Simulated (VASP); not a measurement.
# K (Im-3m) in VASP: notebook

The runs below take K through single point, relaxation of cell and atoms, with PBE.

All numbers are computed with VASP 6.6.1; they aren't measurements. Logs are shortened: lines on timing, memory, paths and dates and some standing lists are left out, and cuts for length are marked.

### Step 1. The cell of the first run

The structure is cubic, space group Im-3m (No. 229). The conventional cell has a = 5.279 Å, b = 5.279 Å, c = 5.279 Å, α = 90.00°, β = 90.00°, γ = 90.00°.

### Step 2. Single point, PBE

The input, INCAR:

```
SYSTEM = K
ALGO = Normal
EDIFF = 1E-6
ENCUT = 500
GGA = PE
GGA_COMPAT = .False.
ISIF = 2
ISMEAR = -1
LASPH = .True.
LCHARG = .True.
LELF = .True.
LREAL = .False.
LVHAR = .True.
LWAVE = .False.
NBANDS = 10
NELM = 120
PREC = Accurate
SIGMA = 0.05
```

The input, KPOINTS:

```
k-points
0
Gamma
  7 7 7
  0 0 0
```

The input, POSCAR:

```
K
1.0
   -2.6395852140      2.6395852140      2.6395852140
    2.6395852140     -2.6395852140      2.6395852140
    2.6395852140      2.6395852140     -2.6395852140
K
1
Direct
    0.0000000000      0.0000000000      0.0000000000
```

Potentials or basis: VASP PAW PBE potentials, release 64 (K_sv).

The run is started by

```
> cat potpaw_PBE.64/K_sv/POTCAR > POTCAR
> mpirun -np 1 vasp_std > vasp.out
```

OUTCAR:

```text
SYSTEM = K
   EDIFF = 1E-6
   ENCUT = 500
   GGA = PE
   ISIF = 2
   ISMEAR = -1
   LASPH = .True.
   LREAL = .False.
   NELM = 120
   PREC = Accurate

 ion  position               nearest neighbor table
   1  0.000  0.000  0.000-

  LATTYP: Found a body centered cubic cell.
 ALAT       =     5.2791704280

  Lattice vectors:

 A1 = (  -2.6395852140,   2.6395852140,   2.6395852140)
 A2 = (   2.6395852140,  -2.6395852140,   2.6395852140)
 A3 = (   2.6395852140,   2.6395852140,  -2.6395852140)

Analysis of symmetry for initial positions (statically):
=====================================================================
 Subroutine PRICEL returns:
 Original cell was already a primitive cell.

 Routine SETGRP: Setting up the symmetry group for a
 body centered cubic supercell.

 Subroutine GETGRP returns: Found 48 space group operations
 (whereof 48 operations were pure point group operations)
 out of a pool of 48 trial point group operations.

The static configuration has the point symmetry O_h .

Analysis of symmetry for dynamics (positions and initial velocities):
=====================================================================
 Subroutine PRICEL returns:
 Original cell was already a primitive cell.

 Routine SETGRP: Setting up the symmetry group for a
 body centered cubic supercell.

 Subroutine GETGRP returns: Found 48 space group operations
 (whereof 48 operations were pure point group operations)
 out of a pool of 48 trial point group operations.

The dynamic configuration has the point symmetry O_h .

 Subroutine INISYM returns: Found 48 space group operations
 (whereof 48 operations are pure point group operations),
 and found     1 'primitive' translations

----------------------------------------------------------------------------------------

                                     Primitive cell

  volume of cell :      73.5643

  direct lattice vectors                    reciprocal lattice vectors
    -2.639585214  2.639585214  2.639585214     0.000000000  0.189423701  0.189423701
     2.639585214 -2.639585214  2.639585214     0.189423701  0.000000000  0.189423701
     2.639585214  2.639585214 -2.639585214     0.189423701  0.189423701  0.000000000

  length of vectors
     4.571895702  4.571895702  4.571895702     0.267885567  0.267885567  0.267885567

  position of ions in fractional coordinates (direct lattice)
     0.000000000  0.000000000  0.000000000

  ion indices of the primitive-cell ions
   primitive index   ion index
                 1           1

----------------------------------------------------------------------------------------

 KPOINTS: k-points

Automatic generation of k-mesh.
 Grid dimensions read from file:
 generate k-points for:    7    7    7

 Generating k-lattice:

  Cartesian coordinates                     Fractional coordinates (reciprocal lattice)
     0.000000000  0.027060529  0.027060529     0.142857143  0.000000000  0.000000000
     0.027060529  0.000000000  0.027060529     0.000000000  0.142857143  0.000000000
     0.027060529  0.027060529  0.000000000     0.000000000  0.000000000  0.142857143

  Length of vectors
     0.038269367  0.038269367  0.038269367

  Shift w.r.t. Gamma in fractional coordinates (k-lattice)
     0.000000000  0.000000000  0.000000000

 Subroutine IBZKPT returns following result:
 ===========================================

 Found     20 irreducible k-points:

 Following reciprocal coordinates:
            Coordinates               Weight
  0.000000  0.000000  0.000000      1.000000
  0.142857  0.000000  0.000000     12.000000
  0.285714  0.000000  0.000000     12.000000
  0.428571  0.000000  0.000000     12.000000
  0.142857  0.142857  0.000000     24.000000
  0.285714  0.142857 -0.000000     48.000000
[... 12 lines left out ...]
 -0.428571 -0.428571  0.285714      8.000000
 -0.428571  0.428571  0.428571      6.000000
   k-points           NKPTS =     20   k-points in BZ     NKDIM =     20   number of bands    NBANDS=     10
   number of dos      NEDOS =    301   number of ions     NIONS =      1
   total plane-waves  NPLWV =  46656
   dimension x,y,z NGX =    36 NGY =   36 NGZ =   36
   dimension x,y,z NGXF=    72 NGYF=   72 NGZF=   72
   ions per type =               1
   NGX,Y,Z   is equivalent  to a cutoff of  13.09, 13.09, 13.09 a.u.
   NGXF,Y,Z  is equivalent  to a cutoff of  26.18, 26.18, 26.18 a.u.
 SYSTEM =  K
   PREC   = accura    normal or accurate (medium, high low for compatibility)
   ISTART =      0    job   : 0-new  1-cont  2-samecut
   ICHARG =      2    charge: 1-file 2-atom 10-const
   ISPIN  =      1    spin polarized calculation?
   LNONCOLLINEAR =      F non collinear calculations
   LSORBIT =      F    spin-orbit coupling
   LASPH  =      T    aspherical Exc in radial PAW
   ENCUT  =  500.0 eV  36.75 Ry    6.06 a.u.   8.34  8.34  8.34*2*pi/ulx,y,z
   NELM   =    120;   NELMIN=  2; NELMDL= -5     # of ELM steps
   EDIFF  = 0.1E-05   stopping-criterion for ELM
   LREAL  =      F    real-space projection
   EDIFFG = 0.1E-04   stopping-criterion for IOM
   NSW    =      0    number of steps for IOM
   IBRION =     -1    ionic relax: 0-MD 1-quasi-New 2-CG
   NFREE  =      0    steps in history (QN), initial steepest desc. (CG)
   ISIF   =      2    stress and relaxation
   ISYM   =      2    0-nonsym 1-usesym 2-fastsym
   POTIM  = 0.5000    time-step for ionic-motion
   TEBEG  =    0.0;   TEEND  =   0.0 temperature during run
   PSTRESS=    0.0 pullay stress
   NELECT =       9.0000    total number of electrons
   NUPDOWN=      -1.0000    fix difference up-down
   EMIN   =  10.00;   EMAX   =-10.00  energy-range for DOS
   EFERMI =   0.00;   METHOD = LEGACY
   ISMEAR =    -1;   SIGMA  =   0.05  broadening in eV -4-tet -1-fermi 0-gaus
   EFERMI_NEDOS =   21; number of points for ismear=-14 and -15
   IALGO  =     38    algorithm
   IMIX   =      4    mixing-type and parameters
     AMIX     =   0.40;   BMIX     =  1.00
     AMIX_MAG =   1.60;   BMIX_MAG =  1.00
  volume/ion in A,a.u.               =      73.56       496.44
  Fermi-wavevector in a.u.,A,eV,Ry     =   0.812706  1.535791  8.986520  0.660491
  Thomas-Fermi vector in A             =   1.922297
   LORBIT       =      0    0 simple, 1 ext, 2 COOP (PROOUT), +10 PAW based schemes
   GGA     = PE    functional components
   LHFCALC =     F    Hartree Fock is set to
   AEXX    =    0.0000 exact exchange contribution
   IVDW    =     0    specifies the selected vdW correction
   LEPSILON=     F    determine dielectric tensor
   LRPA    =     F    only Hartree local field effects (RPA)
 non-spin polarized calculation
  energy-cutoff  :      500.00
  volume of cell :       73.56
 maximum number of plane-waves:      1894
 NGX is ok and might be reduce to    36
   NGX = 17   NGY = 17   NGZ = 17

 number of electron       9.0000001 magnetization

 Free energy of the ion-electron system (eV)
  ---------------------------------------------------
  ext. energy  EPLUGINS =         0.00000000
  ---------------------------------------------------
  free energy    TOTEN  =        -1.05226010 eV

  energy without entropy =       -1.04529431  energy(sigma->0) =       -1.04877721

 E-fermi :  -0.1290     XC(G=0):  -5.6506

 val. band max:       -0.1959211345   @ k =  -0.2857   0.4286   0.1429
 cond. band min:       0.0046996463   @ k =  -0.4286   0.4286   0.1429
 fundamental gap:      0.2006207808
 Fermi energy:        -0.1289582791

 k-point     1 :       0.0000    0.0000    0.0000
  band No.  band energies     occupation
      1     -32.2526      2.00000
      2     -15.7020      2.00000
      3     -15.7020      2.00000
      4     -15.7020      2.00000
      5      -2.2762      2.00000
      6       4.1740      0.00000
      7       4.1740      0.00000
      8       4.1740      0.00000
      9       5.0825      0.00000
     10       5.0825      0.00000

 k-point     2 :       0.1429    0.0000    0.0000
  band No.  band energies     occupation
      1     -32.2519      2.00000
      2     -15.7149      2.00000
      3     -15.7063      2.00000
      4     -15.7020      2.00000
      5      -2.0242      2.00000
      6       3.7203      0.00000
      7       3.8788      0.00000
      8       4.3749      0.00000
      9       4.8386      0.00000
     10       5.0314      0.00000

 k-point     3 :       0.2857    0.0000    0.0000
  band No.  band energies     occupation
      1     -32.2501      2.00000
      2     -15.7435      2.00000
      3     -15.7160      2.00000
      4     -15.7020      2.00000
      5      -1.3009      2.00000
      6       2.4843      0.00000
      7       3.3878      0.00000
      8       4.9263      0.00000
      9       4.9603      0.00000
     10       5.0672      0.00000

 k-point     4 :       0.4286    0.0000    0.0000
  band No.  band energies     occupation
      1     -32.2487      2.00000
      2     -15.7661      2.00000
      3     -15.7237      2.00000
      4     -15.7019      2.00000
      5      -0.2075      1.65561
      6       1.1322      0.00000
      7       3.0851      0.00000
      8       4.7984      0.00000
      9       5.3942      0.00000
     10       5.8774      0.00000

 k-point     5 :       0.1429    0.1429    0.0000
  band No.  band energies     occupation
      1     -32.2506      2.00000
      2     -15.7345      2.00000
      3     -15.7114      2.00000
      4     -15.7050      2.00000
      5      -1.5359      2.00000
      6       3.0207      0.00000
      7       3.3208      0.00000
      8       4.6928      0.00000
      9       4.6966      0.00000
     10       5.3166      0.00000

 k-point     6 :       0.2857    0.1429   -0.0000
  band No.  band energies     occupation
      1     -32.2490      2.00000
      2     -15.7560      2.00000
      3     -15.7229      2.00000
      4     -15.7062      2.00000
      5      -0.6219      1.99990
      6       1.8843      0.00000
      7       2.8413      0.00000
      8       4.6709      0.00000
      9       5.0986      0.00000
     10       5.5374      0.00000
[... 131 lines left out ...]
 k-point    17 :      -0.2857    0.2857    0.2857
  band No.  band energies     occupation
      1     -32.2479      2.00000
      2     -15.7417      2.00000
      3     -15.7311      2.00000
      4     -15.7311      2.00000
      5      -0.4076      1.99243
      6       2.4360      0.00000
      7       3.3404      0.00000
      8       3.3404      0.00000
      9       4.4717      0.00000
     10       5.2588      0.00000

 k-point    18 :      -0.4286    0.4286    0.2857
  band No.  band energies     occupation
      1     -32.2467      2.00000
      2     -15.7555      2.00000
      3     -15.7395      2.00000
      4     -15.7323      2.00000
      5       0.5640      0.00000
      6       1.6348      0.00000
      7       3.0582      0.00000
      8       3.2554      0.00000
      9       4.2873      0.00000
     10       5.8865      0.00000

 k-point    19 :      -0.4286   -0.4286    0.2857
  band No.  band energies     occupation
      1     -32.2462      2.00000
      2     -15.7516      2.00000
      3     -15.7516      2.00000
      4     -15.7345      2.00000
      5       1.3263      0.00000
      6       1.3263      0.00000
      7       2.3907      0.00000
      8       3.8988      0.00000
      9       3.8988      0.00000
     10       5.7222      0.00000

 k-point    20 :      -0.4286    0.4286    0.4286
  band No.  band energies     occupation
      1     -32.2456      2.00000
      2     -15.7503      2.00000
      3     -15.7483      2.00000
      4     -15.7483      2.00000
      5       1.2418      0.00000
      6       1.6523      0.00000
      7       3.3330      0.00000
      8       3.3330      0.00000
      9       3.3475      0.00000
     10       5.9051      0.00000

------------------------ aborting loop because EDIFF is reached ----------------------------------------

  FORCE on cell =-STRESS in cart. coord.  units (eV):
  Direction    XX          YY          ZZ          XY          YZ          ZX
  --------------------------------------------------------------------------------------
  -------------------------------------------------------------------------------------
  Total       -0.0022879     -0.0022879     -0.0022879      0.0000000      0.0000000      0.0000000
  in kB       -0.0498293     -0.0498293     -0.0498293      0.0000000      0.0000000      0.0000000
  external PRESSURE =      -0.0498293 kB  Pullay stress =       0.0000000 kB

 VOLUME and BASIS-vectors are now :
 -----------------------------------------------------------------------------
  energy-cutoff  :      500.00
  volume of cell :       73.56
      direct lattice vectors                 reciprocal lattice vectors
    -2.639585214  2.639585214  2.639585214     0.000000000  0.189423701  0.189423701
     2.639585214 -2.639585214  2.639585214     0.189423701  0.000000000  0.189423701
     2.639585214  2.639585214 -2.639585214     0.189423701  0.189423701  0.000000000

 POSITION                                       TOTAL-FORCE (eV/Angst)
 -----------------------------------------------------------------------------------
      0.00000      0.00000      0.00000         0.000000      0.000000      0.000000
 -----------------------------------------------------------------------------------
    total drift:                               -0.000000      0.000000      0.000000

  FREE ENERGIE OF THE ION-ELECTRON SYSTEM (eV)
  ---------------------------------------------------
  free  energy   TOTEN  =        -1.0522601034 eV

  energy  without entropy=       -1.0452943100  energy(sigma->0) =       -1.04877721
```

It took 22 s on 1 thread of Intel Xeon 8259CL, shared host; peak memory 0.19 GiB.

Results:

```yaml
Free_energy: -1.0523 eV
Pressure: 0.0 GPa
Band_gap_on_the_k_mesh: zero (an odd number of electrons rules out a gap without spin polarisation)
```

Levels at points of the mesh, in eV from the Fermi level:
```csv
k point,band 2,band 3,band 4,band 5,band 6,band 7,band 8,band 9
"(0.00, 0.00, 0.00)",-15.57,-15.57,-15.57,-2.15,4.30,4.30,4.30,5.21
```

### Step 3. Relaxation of cell and atoms, PBE

This run uses another cell than the first one, of 71.32 Å³/atom.

The input, INCAR:

```
ALGO = Normal
EDIFF = 1E-7
EDIFFG = -0.01
ENCUT = 500
GGA = PE
GGA_COMPAT = F
IBRION = 2
ISIF = 3
ISMEAR = -1
LASPH = T
LCHARG = F
LREAL = F
LWAVE = F
NELM = 120
NELMIN = 4
NSW = 60
PREC = Accurate
SIGMA = 0.05
```

The input, KPOINTS:

```
k-points
0
Gamma
  7 7 7
```

The input, POSCAR:

```
K
1.0
   -2.6125000000      2.6125000000      2.6125000000
    2.6125000000     -2.6125000000      2.6125000000
    2.6125000000      2.6125000000     -2.6125000000
K
1
Direct
    0.0000000000      0.0000000000      0.0000000000
```

Potentials or basis: VASP PAW PBE potentials, release 64 (K_sv).

The run is started by

```
> cat potpaw_PBE.64/K_sv/POTCAR > POTCAR
> mpirun -np 1 vasp_std > vasp.out
```

OUTCAR:

```text
EDIFF = 1E-7
   EDIFFG = -0.01
   ENCUT = 500
   GGA = PE
   IBRION = 2
   ISIF = 3
   ISMEAR = -1
   LASPH = T
   LREAL = F
   NELM = 120
   NELMIN = 4
   NSW = 60
   PREC = Accurate

 ion  position               nearest neighbor table
   1  0.000  0.000  0.000-

  LATTYP: Found a body centered cubic cell.
 ALAT       =     5.2250000000

  Lattice vectors:

 A1 = (  -2.6125000000,   2.6125000000,   2.6125000000)
 A2 = (   2.6125000000,  -2.6125000000,   2.6125000000)
 A3 = (   2.6125000000,   2.6125000000,  -2.6125000000)

Analysis of symmetry for initial positions (statically):
=====================================================================
[... 173 lines left out ...]
  -------------------------------------------------------------------------------------
  Total        0.0495370      0.0495370      0.0495370      0.0000000      0.0000000     -0.0000000
  in kB        1.1127857      1.1127857      1.1127857      0.0000000      0.0000000     -0.0000000
  external PRESSURE =       1.1127857 kB  Pullay stress =       0.0000000 kB
[... 57 lines left out ...]
--------------------------------------- Ionic step        3  -------------------------------------------

 number of electron       9.0000001 magnetization

 Free energy of the ion-electron system (eV)
  ---------------------------------------------------
  ext. energy  EPLUGINS =         0.00000000
  ---------------------------------------------------
  free energy    TOTEN  =        -1.05203147 eV

  energy without entropy =       -1.04508533  energy(sigma->0) =       -1.04855840

 E-fermi :  -0.1143     XC(G=0):  -5.6667

 val. band max:       -0.1813667201   @ k =  -0.2857   0.4286   0.1429
 cond. band min:       0.0198110777   @ k =  -0.4286   0.4286   0.1429
 fundamental gap:      0.2011777978
 Fermi energy:        -0.1143397286

 k-point     1 :       0.0000    0.0000    0.0000
  band No.  band energies     occupation
      1     -32.2336      2.00000
      2     -15.6825      2.00000
      3     -15.6825      2.00000
      4     -15.6825      2.00000
      5      -2.2710      2.00000
      6       4.1956      0.00000
      7       4.1956      0.00000
      8       4.1956      0.00000
[... 235 lines left out ...]
  FREE ENERGIE OF THE ION-ELECTRON SYSTEM (eV)
  ---------------------------------------------------
  free  energy   TOTEN  =        -1.0520314676 eV

  energy  without entropy=       -1.0450853348  energy(sigma->0) =       -1.04855840

 reached required accuracy - stopping structural energy minimisation
```

Run time: 47 s. Hardware: 1 thread of Intel Xeon 8259CL, shared host; peak memory 0.2 GiB.

Results:

```yaml
Free_energy: -1.0520 eV
Relaxed_volume: 73.07 Å³/atom
Relaxed_cell: a = 4.562 Å, b = 4.562 Å, c = 4.562 Å, α = 109.47°, β = 109.47°, γ = 109.47°
Space_group_after_relaxing_to_0.1_Å: Im-3m (No. 229)
Energy_gained_by_relaxing: 0.7 meV/atom
Ionic_steps: 3
Pressure_after_relaxing: 0.0 GPa
Band_gap_on_the_k_mesh: zero (an odd number of electrons rules out a gap without spin polarisation)
```

The path:
| step | energy change (eV) | largest force (eV/Å) | pressure (GPa) | volume (Å³) |
| --- | --- | --- | --- | --- |
| 1 | 0.0000 | 0.0000 | 0.11 | 71.32 |
| 2 | -0.0003 | 0.0000 | 0.08 | 71.84 |
| 3 | -0.0007 | 0.0000 | 0.02 | 73.07 |

Final structure:
```
CELL_PARAMETERS angstrom
-2.63369 2.63369 2.63369
2.63369 -2.63369 2.63369
2.63369 2.63369 -2.63369
ATOMIC_POSITIONS crystal
K 0.00000 0.00000 0.00000
```

Levels at points of the mesh, in eV from the Fermi level:
```csv
k point,band 3,band 4,band 5,band 6,band 7,band 8
"(0.00, 0.00, 0.00)",-15.57,-15.57,-2.16,4.31,4.31,4.31
```

The gap in the log of VASP goes by the Fermi energy; the results here count the filled bands.